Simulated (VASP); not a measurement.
Wanted: the native input for a VASP 6.6.1 run.

```yaml
Task: single point
Functional: LDA
Potentials_or_basis: VASP PAW LDA potentials, release 64 (Zn, Cd, Te)
Cutoff: 520 eV
k_mesh: 6 × 6 × 2
Occupations: gaussian, width 0.02 eV
Spin: no spin polarisation
Dipole_correction: no
k_mesh_for_the_DOS: 9 × 9 × 3
Occupations_for_the_DOS: tetrahedron
Further_INCAR_settings: ALGO = Normal; EDIFF = 1e-06; NBANDS = 46
```

Crystal: ZnCd3Te4.

```xyz
8
Lattice="4.5959 0.0000 0.0000 0.0000 4.5959 0.0000 0.0000 0.0000 13.0605" Properties=species:S:1:pos:R:3 pbc="T T T"
Zn    0.0000    0.0000    0.0000
Cd    2.2979    2.2979    9.9123
Cd    0.0000    0.0000    6.5302
Cd    2.2979    2.2979    3.1482
Te    2.2979    0.0000    8.2215
Te    0.0000    2.2979    4.8390
Te    2.2979    0.0000    1.4496
Te    0.0000    2.2979   11.6109
```

The input as run:

POSCAR

```
ZnCd3Te4
1.0
    4.5958892000      0.0000000000      0.0000000000
    0.0000000000      4.5958892000      0.0000000000
    0.0000000000      0.0000000000     13.0604635000
Zn Cd Te
1 3 4
Direct
    0.0000000000      0.0000000000      0.0000000000
    0.5000000000      0.5000000000      0.7589550000
    0.0000000000      0.0000000000      0.5000000000
    0.5000000000      0.5000000000      0.2410450000
    0.5000000000      0.0000000000      0.6294940000
    0.0000000000      0.5000000000      0.3705060000
    0.5000000000      0.0000000000      0.1109910000
    0.0000000000      0.5000000000      0.8890090000
```

INCAR.step1

```
PREC     = Accurate       # precision mode
ENCUT    = 520            # plane-wave cutoff, eV
EDIFF    = 1E-6           # SCF threshold, eV
ISMEAR   = 0              # smearing method
SIGMA    = 0.02           # smearing width, eV
LREAL    = False          # projectors in reciprocal space
LASPH    = True           # aspherical terms in the spheres
NELM     = 60             # most SCF steps
ALGO     = Normal         # electronic algorithm
ISIF     = 2              # what is computed and relaxed
LWAVE    = False          # write WAVECAR
LCHARG   = True           # write CHGCAR
NBANDS   = 46             # bands
```

KPOINTS.step1

```
Automatic mesh
0
Gamma
  6 6 2
```

INCAR.step2

```
PREC     = Accurate       # precision mode
ENCUT    = 520            # plane-wave cutoff, eV
EDIFF    = 1E-6           # SCF threshold, eV
ISMEAR   = -5             # smearing method
SIGMA    = 0.02           # smearing width, eV
LREAL    = False          # projectors in reciprocal space
LASPH    = True           # aspherical terms in the spheres
NELM     = 60             # most SCF steps
ALGO     = Normal         # electronic algorithm
ISIF     = 2              # what is computed and relaxed
LWAVE    = False          # write WAVECAR
LCHARG   = False          # write CHGCAR
LORBIT   = 10             # projections on sites
NBANDS   = 46             # bands
NEDOS    = 1001           # points of the DOS
ICHARG   = 11             # starting density
```

KPOINTS.step2

```
Automatic mesh
0
Gamma
  9 9 3
```

Potentials or basis: VASP PAW LDA potentials, release 64 (Zn, Cd, Te).

Run with:

```sh
$ cat potpaw_LDA.64/Zn/POTCAR potpaw_LDA.64/Cd/POTCAR potpaw_LDA.64/Te/POTCAR > POTCAR
$ cp INCAR.step1 INCAR
$ cp KPOINTS.step1 KPOINTS
$ mpirun -np 1 vasp_std > vasp.out
$ cp INCAR.step2 INCAR
$ cp KPOINTS.step2 KPOINTS
$ mpirun -np 1 vasp_std > vasp.out
```

Results of the run:

```json
{"Valence electrons inside the program's atomic spheres": "Zn 10.68; Cd 10.29; Te 3.40"}
```

Wall time 3.2 min on 1 thread of Intel(R) Xeon(R) 6975P-C (Granite Rapids), on a shared host, peak memory 0.47 GiB.
